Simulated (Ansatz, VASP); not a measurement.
Two plane-wave programs on LiBC3

```
Li B C
1.0
     3.39557    0.00000    0.00000
     0.00000    3.39557    0.00000
     0.00000    0.00000    3.39557
Li B C
1 1 3
Direct
  0.00000 0.00000 0.00000
  0.50000 0.50000 0.50000
  0.00000 0.50000 0.50000
  0.50000 0.00000 0.50000
  0.50000 0.50000 0.00000
```

Alike in both runs: task relaxation of cell and atoms; functional PBE; k mesh 12 × 12 × 12; occupations gaussian, width 0.1 eV; no spin polarisation.

|  | VASP | Ansatz |
| --- | --- | --- |
| version | VASP 6.6.1 | Ansatz 0.2.0 |
| potentials or method | VASP PAW PBE potentials, release 64 (Li_sv, B, C), cutoff 600 eV | scalar-relativistic, plane waves, PAW |
| valence electrons in the cell | 18 | 18 |

|  | VASP | Ansatz | Ansatz less VASP |
| --- | --- | --- | --- |
| gap on the k mesh at the Fermi level, each at its own relaxed structure (eV) | none | none | - |
| relaxed volume (Å³/atom) | 8.03 | 8.04 | +0.011 |
| relaxed cell length with the largest relative difference (Å) | 3.424 | 3.426 | +0.0016 |

A gap of «none» marks a metal or a gap that the smearing closes.

Noted on VASP's run: the cutoff is short for stress, so the pressure is rough.
